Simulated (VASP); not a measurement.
Write the native input for VASP 6.6.1 that does the following.

```yaml
Task: single point
Functional: PBE
Potentials_or_basis: VASP PAW PBE potentials, release 64 (I)
Cutoff: 520 eV
k_mesh: 8 × 8 × 4
Occupations: fermi-dirac, width 0.02 eV
Spin: no spin polarisation
Dipole_correction: no
Further_INCAR_settings: ALGO = Normal; EDIFF = 1e-07; NBANDS = 14
```

The structure of I lies in POSCAR:

```
I
1.0
    3.3576675091      0.0000000000      0.0000000000
   -1.6788337545      2.9078253603      0.0000000000
    0.0000000000      0.0000000000      9.5291092375
I
2
Direct
    0.3333333333      0.6666666667      0.2500000000
    0.6666666667      0.3333333333      0.7500000000
```

One way to write it, as run:

INCAR

```
PREC = Accurate
ENCUT = 520
EDIFF = 1E-7
ISMEAR = -1
SIGMA = 0.02
LREAL = False
LASPH = True
NELM = 80
ALGO = Normal
ISIF = 2
LWAVE = False
LCHARG = True
GGA = PE
LELF = True
LVHAR = True
NBANDS = 14
```

KPOINTS

```
Automatic mesh
0
Gamma
  8 8 4
```

Potentials or basis: VASP PAW PBE potentials, release 64 (I).

Run with:

```sh
$ cat potpaw_PBE.64/I/POTCAR > POTCAR
$ mpirun -np 1 vasp_std > vasp.out
```

It gave:

- Pressure: 0.0 GPa
- Band gap on the k mesh: zero (bands 7 and 8 overlap by 2.91 eV)

Caveat: spin-orbit coupling is left out, which moves the levels of the heavy elements; this functional lacks dispersion, which binds layers or chains, so the pressure and a relaxed spacing across them are unreliable.

It took 58 s on 1 thread of Intel Xeon 8259CL, on a shared host, peak memory 0.23 GiB.
